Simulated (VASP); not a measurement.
# Ir (P6_3/mmc) in VASP: further runs

Ir is run at these levels: BLYP; tasks: single point, relaxation of cell and atoms.

Everything below comes from runs of VASP 6.6.1. Logs are shortened: lines on timing, memory, paths and dates and some standing lists are left out, and cuts for length are marked.

## 1. The cell of the first run

Symmetry: P6_3/mmc, No. 194, hexagonal system. The conventional cell has a = 2.869 Å, b = 2.869 Å, c = 4.647 Å, α = 90.00°, β = 90.00°, γ = 120.00°. Ir (site symmetry -6m2) has 12 Ir at 2.85 to 2.87 Å within 3.8 Å.

This isn't the form of Ir at room conditions, which is fcc.

## 2. Single point, BLYP (16.57 Å³/atom)

File INCAR:

```
SYSTEM = Ir
  AGGAC = 1.0
  AGGAX = 1.0
  ALDAC = 0.0
  ALDAX = 1.0
  ALGO = Normal
  EDIFF = 1E-6
  ENCUT = 560
  GGA = B5
  GGA_COMPAT = .False.
  ISIF = 2
  ISMEAR = -1
  LASPH = .True.
  LCHARG = .False.
  LREAL = .False.
  LWAVE = .False.
  NBANDS = 24
  NELM = 120
  PREC = Accurate
  SIGMA = 0.1
```

File KPOINTS:

```
k-points
0
Gamma
  15 15 8
  0 0 0
```

File POSCAR:

```
Ir
1.0
    2.8691520453      0.0000000000      0.0000000000
   -1.4345760227      2.4847585586      0.0000000000
    0.0000000000      0.0000000000      4.6472557607
Ir
2
Direct
    0.3333333333      0.6666666667      0.2500000000
    0.6666666667      0.3333333333      0.7500000000
```

Potentials or basis: VASP PAW PBE potentials, release 64 (Ir_sv_GW).

Launch:

```console
$ cat potpaw_PBE.64/Ir_sv_GW/POTCAR > POTCAR
$ mpirun -np 1 vasp_std > vasp.out
```

OUTCAR:

```text
SYSTEM = Ir
   EDIFF = 1E-6
   ENCUT = 560
   GGA = B5
   ISIF = 2
   ISMEAR = -1
   LASPH = .True.
   LREAL = .False.
   NELM = 120
   PREC = Accurate

 ion  position               nearest neighbor table
   1  0.333  0.667  0.250-   2 2.85   2 2.85   2 2.85   2 2.85   2 2.85   2 2.85
   2  0.667  0.333  0.750-   1 2.85   1 2.85   1 2.85   1 2.85   1 2.85   1 2.85

  LATTYP: Found a hexagonal cell.
 ALAT       =     2.8691520453
 C/A-ratio  =     1.6197314354

  Lattice vectors:

 A1 = (   2.8691520453,   0.0000000000,   0.0000000000)
 A2 = (  -1.4345760227,   2.4847585586,   0.0000000000)
 A3 = (   0.0000000000,   0.0000000000,   4.6472557607)

Analysis of symmetry for initial positions (statically):
=====================================================================
 Subroutine PRICEL returns:
 Original cell was already a primitive cell.

 Routine SETGRP: Setting up the symmetry group for a
 hexagonal supercell.

 Subroutine GETGRP returns: Found 24 space group operations
 (whereof 12 operations were pure point group operations)
 out of a pool of 24 trial point group operations.

The static configuration has the point symmetry D_3d.
 The point group associated with its full space group is D_6h.

Analysis of symmetry for dynamics (positions and initial velocities):
=====================================================================
 Subroutine PRICEL returns:
 Original cell was already a primitive cell.

 Routine SETGRP: Setting up the symmetry group for a
 hexagonal supercell.

 Subroutine GETGRP returns: Found 24 space group operations
 (whereof 12 operations were pure point group operations)
 out of a pool of 24 trial point group operations.

The dynamic configuration has the point symmetry D_3d.
 The point group associated with its full space group is D_6h.

 Subroutine INISYM returns: Found 24 space group operations
 (whereof 12 operations are pure point group operations),
 and found     1 'primitive' translations

----------------------------------------------------------------------------------------

                                     Primitive cell

  volume of cell :      33.1310

  direct lattice vectors                    reciprocal lattice vectors
     2.869152045  0.000000000  0.000000000     0.348535032  0.201226795  0.000000000
    -1.434576023  2.484758559  0.000000000     0.000000000  0.402453589  0.000000000
     0.000000000  0.000000000  4.647255761     0.000000000  0.000000000  0.215180754

  length of vectors
     2.869152045  2.869152045  4.647255761     0.402453589  0.402453589  0.215180754

  position of ions in fractional coordinates (direct lattice)
     0.333333333  0.666666667  0.250000000
     0.666666667  0.333333333  0.750000000

  ion indices of the primitive-cell ions
   primitive index   ion index
                 1           1
                 2           2

----------------------------------------------------------------------------------------

 KPOINTS: k-points

Automatic generation of k-mesh.
 Grid dimensions read from file:
 generate k-points for:   15   15    8

 Generating k-lattice:

  Cartesian coordinates                     Fractional coordinates (reciprocal lattice)
     0.023235669  0.013415120  0.000000000     0.066666667  0.000000000  0.000000000
     0.000000000  0.026830239  0.000000000     0.000000000  0.066666667  0.000000000
     0.000000000  0.000000000  0.026897594     0.000000000  0.000000000  0.125000000

  Length of vectors
     0.026830239  0.026830239  0.026897594

  Shift w.r.t. Gamma in fractional coordinates (k-lattice)
     0.000000000  0.000000000  0.000000000

 Subroutine IBZKPT returns following result:
 ===========================================

 Found    135 irreducible k-points:

 Following reciprocal coordinates:
            Coordinates               Weight
  0.000000  0.000000  0.000000      1.000000
  0.066667 -0.000000  0.000000      6.000000
  0.133333 -0.000000  0.000000      6.000000
  0.200000 -0.000000  0.000000      6.000000
  0.266667 -0.000000  0.000000      6.000000
  0.333333 -0.000000  0.000000      6.000000
[... 16 lines left out ...]
  0.333333  0.200000  0.000000     12.000000
  0.400000  0.200000  0.000000      6.000000
 [... further k-points ...]
   k-points           NKPTS =    135   k-points in BZ     NKDIM =    135   number of bands    NBANDS=     24
   number of dos      NEDOS =    301   number of ions     NIONS =      2
   total plane-waves  NPLWV =  20736
   dimension x,y,z NGX =    24 NGY =   24 NGZ =   36
   dimension x,y,z NGXF=    48 NGYF=   48 NGZF=   72
   ions per type =               2
   NGX,Y,Z   is equivalent  to a cutoff of  13.91, 13.91, 12.88 a.u.
   NGXF,Y,Z  is equivalent  to a cutoff of  27.81, 27.81, 25.76 a.u.
 SYSTEM =  Ir
   PREC   = accura    normal or accurate (medium, high low for compatibility)
   ISTART =      0    job   : 0-new  1-cont  2-samecut
   ICHARG =      2    charge: 1-file 2-atom 10-const
   ISPIN  =      1    spin polarized calculation?
   LNONCOLLINEAR =      F non collinear calculations
   LSORBIT =      F    spin-orbit coupling
   LASPH  =      T    aspherical Exc in radial PAW
   ENCUT  =  560.0 eV  41.16 Ry    6.42 a.u.   5.54  5.54  8.97*2*pi/ulx,y,z
   NELM   =    120;   NELMIN=  2; NELMDL= -5     # of ELM steps
   EDIFF  = 0.1E-05   stopping-criterion for ELM
   LREAL  =      F    real-space projection
   EDIFFG = 0.1E-04   stopping-criterion for IOM
   NSW    =      0    number of steps for IOM
   IBRION =     -1    ionic relax: 0-MD 1-quasi-New 2-CG
   NFREE  =      0    steps in history (QN), initial steepest desc. (CG)
   ISIF   =      2    stress and relaxation
   ISYM   =      2    0-nonsym 1-usesym 2-fastsym
   POTIM  = 0.5000    time-step for ionic-motion
   TEBEG  =    0.0;   TEEND  =   0.0 temperature during run
   PSTRESS=    0.0 pullay stress
   NELECT =      34.0000    total number of electrons
   NUPDOWN=      -1.0000    fix difference up-down
   EMIN   =  10.00;   EMAX   =-10.00  energy-range for DOS
   EFERMI =   0.00;   METHOD = LEGACY
   ISMEAR =    -1;   SIGMA  =   0.10  broadening in eV -4-tet -1-fermi 0-gaus
   EFERMI_NEDOS =   21; number of points for ismear=-14 and -15
   IALGO  =     38    algorithm
   IMIX   =      4    mixing-type and parameters
     AMIX     =   0.40;   BMIX     =  1.00
     AMIX_MAG =   1.60;   BMIX_MAG =  1.00
  volume/ion in A,a.u.               =      16.57       111.79
  Fermi-wavevector in a.u.,A,eV,Ry     =   1.651289  3.120483 37.099748  2.726755
  Thomas-Fermi vector in A             =   2.740094
   LORBIT       =      0    0 simple, 1 ext, 2 COOP (PROOUT), +10 PAW based schemes
   GGA     = B5    functional components
   LHFCALC =     F    Hartree Fock is set to
   AEXX    =    0.0000 exact exchange contribution
   IVDW    =     0    specifies the selected vdW correction
   LEPSILON=     F    determine dielectric tensor
   LRPA    =     F    only Hartree local field effects (RPA)
 non-spin polarized calculation
  energy-cutoff  :      560.00
  volume of cell :       33.13
 maximum number of plane-waves:      1026
 NGX is ok and might be reduce to    24
   NGX = 11   NGY = 11   NGZ = 17

 number of electron      34.0000000 magnetization

 Free energy of the ion-electron system (eV)
  ---------------------------------------------------
  ext. energy  EPLUGINS =         0.00000000
  ---------------------------------------------------
  free energy    TOTEN  =       -15.91252537 eV

  energy without entropy =      -15.81265740  energy(sigma->0) =      -15.86259138

 E-fermi :  10.6756     XC(G=0): -12.8649

 val. band max:       10.6722599802   @ k =   0.2667   0.2000   0.3750
 cond. band min:      10.6818110361   @ k =   0.2000   0.2000   0.1250
 fundamental gap:      0.0095510559
 Fermi energy:        10.6755870441

 k-point     1 :       0.0000    0.0000    0.0000
  band No.  band energies     occupation
      1     -81.3785      2.00000
      2     -81.3440      2.00000
      3     -38.6833      2.00000
      4     -38.2806      2.00000
      5     -38.2806      2.00000
      6     -38.2249      2.00000
[... 16 lines left out ...]
     23      26.7633      0.00000
     24      27.5512      0.00000

 k-point     2 :       0.0667   -0.0000    0.0000
  band No.  band energies     occupation
      1     -81.3776      2.00000
      2     -81.3442      2.00000
      3     -38.6778      2.00000
      4     -38.2957      2.00000
      5     -38.2856      2.00000
      6     -38.2281      2.00000
[... 16 lines left out ...]
     23      26.9518      0.00000
     24      27.7182      0.00000

 k-point     3 :       0.1333   -0.0000    0.0000
  band No.  band energies     occupation
      1     -81.3739      2.00000
      2     -81.3431      2.00000
      3     -38.6599      2.00000
      4     -38.3367      2.00000
      5     -38.2991      2.00000
      6     -38.2696      2.00000
[... 16 lines left out ...]
     23      27.3742      0.00000
     24      27.4068      0.00000

 k-point     4 :       0.2000   -0.0000    0.0000
  band No.  band energies     occupation
      1     -81.3684      2.00000
      2     -81.3408      2.00000
      3     -38.6316      2.00000
      4     -38.3957      2.00000
      5     -38.3301      2.00000
      6     -38.3180      2.00000
[... 16 lines left out ...]
     23      26.4720      0.00000
     24      27.1899      0.00000

 k-point     5 :       0.2667   -0.0000    0.0000
  band No.  band energies     occupation
      1     -81.3621      2.00000
      2     -81.3388      2.00000
      3     -38.5958      2.00000
      4     -38.4645      2.00000
      5     -38.3991      2.00000
      6     -38.3395      2.00000
[... 451 lines left out ...]
 k-point    22 :       0.2667    0.2000    0.0000
  band No.  band energies     occupation
      1     -81.3491      2.00000
      2     -81.3357      2.00000
      3     -38.5380      2.00000
      4     -38.5078      2.00000
      5     -38.5072      2.00000
      6     -38.3991      2.00000
[... 16 lines left out ...]
     23      19.8215      0.00000
     24      25.1136      0.00000

 k-point    23 :       0.3333    0.2000    0.0000
  band No.  band energies     occupation
      1     -81.3447      2.00000
      2     -81.3357      2.00000
      3     -38.5674      2.00000
      4     -38.5108      2.00000
      5     -38.4736      2.00000
      6     -38.4299      2.00000
[... 16 lines left out ...]
     23      21.0289      0.00000
     24      23.3158      0.00000

 k-point    24 :       0.4000    0.2000    0.0000
  band No.  band energies     occupation
      1     -81.3432      2.00000
      2     -81.3361      2.00000
      3     -38.5780      2.00000
      4     -38.5094      2.00000
      5     -38.4574      2.00000
      6     -38.4438      2.00000
[... 16 lines left out ...]
     23      21.5961      0.00000
     24      22.2666      0.00000

 [... further k-points ...]

------------------------ aborting loop because EDIFF is reached ----------------------------------------

  FORCE on cell =-STRESS in cart. coord.  units (eV):
  Direction    XX          YY          ZZ          XY          YZ          ZX
  --------------------------------------------------------------------------------------
  -------------------------------------------------------------------------------------
  Total       -3.7820083     -3.7820083     -3.9191340      0.0000000      0.0000000      0.0000000
  in kB     -182.8936903   -182.8936903   -189.5249371      0.0000000      0.0000000      0.0000000
  external PRESSURE =    -185.1041059 kB  Pullay stress =       0.0000000 kB

 VOLUME and BASIS-vectors are now :
 -----------------------------------------------------------------------------
  energy-cutoff  :      560.00
  volume of cell :       33.13
      direct lattice vectors                 reciprocal lattice vectors
     2.869152045  0.000000000  0.000000000     0.348535032  0.201226795  0.000000000
    -1.434576023  2.484758559  0.000000000     0.000000000  0.402453589  0.000000000
     0.000000000  0.000000000  4.647255761     0.000000000  0.000000000  0.215180754

 POSITION                                       TOTAL-FORCE (eV/Angst)
 -----------------------------------------------------------------------------------
     -0.00000      1.65651      1.16181         0.000000     -0.000000      0.000000
      1.43458      0.82825      3.48544        -0.000000      0.000000      0.000000
 -----------------------------------------------------------------------------------
    total drift:                               -0.000000      0.000000     -0.000000

  FREE ENERGIE OF THE ION-ELECTRON SYSTEM (eV)
  ---------------------------------------------------
  free  energy   TOTEN  =       -15.9125253699 eV

  energy  without entropy=      -15.8126573984  energy(sigma->0) =      -15.86259138
```

It took 80 s on 1 thread of AMD EPYC 7R13 (Zen 3), shared host; peak memory 0.21 GiB.

Results:

```
Free energy            : -15.9125 eV
Pressure               : -18.5 GPa
Band gap on the k mesh : zero (bands 17 and 18 overlap by 2.41 eV)
```

Levels at points of the mesh, in eV from the Fermi level:
| k point | band 14 | band 15 | band 16 | band 17 | band 18 | band 19 | band 20 | band 21 |
| --- | --- | --- | --- | --- | --- | --- | --- | --- |
| (0.00, 0.00, 0.00) | -2.49 | -2.49 | -1.88 | -1.88 | -0.02 | 0.21 | 0.21 | 5.78 |
| (0.00, 0.00, 0.50) | -3.10 | -3.10 | -3.10 | -0.40 | -0.40 | -0.40 | -0.40 | 13.18 |

Caveat: the cell stands under tension; the PAW data sets were made with another functional, which shifts forces and pressure a little; spin-orbit coupling is left out, which moves the levels of the heavy elements.

## 3. Single point, BLYP

This run uses another cell than the first one, of 15.34 Å³/atom.

File INCAR:

```
  PREC = Accurate
  ENCUT = 560
  EDIFF = 1E-6
  ISMEAR = -1
  SIGMA = 0.1
  LREAL = F
  LASPH = T
  NELM = 120
  ALGO = Normal
  ISIF = 2
  LWAVE = F
  LCHARG = T
  GGA = B5
  ALDAX = 1.0
  AGGAX = 1.0
  AGGAC = 1.0
  ALDAC = 0.0
  LELF = T
  LVHAR = T
  NBANDS = 24
  GGA_COMPAT = F
```

File KPOINTS:

```
Automatic mesh
0
Gamma
  13 13 7
```

File POSCAR:

```
Ir
1.0
    2.7964838247      0.0000000000      0.0000000000
   -1.3982419124      2.4218260335      0.0000000000
    0.0000000000      0.0000000000      4.5295527594
Ir
2
Direct
    0.3333333333      0.6666666667      0.2500000000
    0.6666666667      0.3333333333      0.7500000000
```

Potentials or basis: VASP PAW PBE potentials, release 64 (Ir_sv_GW).

Launch:

```console
$ cat potpaw_PBE.64/Ir_sv_GW/POTCAR > POTCAR
$ mpirun -np 1 vasp_std > vasp.out
```

Wall time 93 s (1 thread of Intel Xeon Platinum 8259CL at 2.50GHz (Skylake/Cascade Lake), shared host); peak memory 0.2 GiB.

It converged, with:

| Property | Result |
| --- | --- |
| Free energy | -16.0348 eV |
| Pressure | -0.2 GPa |
| Band gap on the k mesh | zero (bands 17 and 18 overlap by 2.88 eV) |

Levels at points of the mesh, in eV from the Fermi level:
| k point | band 15 | band 16 | band 17 | band 18 | band 19 | band 20 |
| --- | --- | --- | --- | --- | --- | --- |
| (0.00, 0.00, 0.00) | -2.84 | -2.14 | -2.14 | -0.25 | 0.22 | 0.22 |

Caveat: the PAW data sets were made with another functional, which shifts forces and pressure a little; spin-orbit coupling is left out, which moves the levels of the heavy elements.

[end of part 1 of 2]

The gap in the log of VASP goes by the Fermi energy; the results here count the filled bands.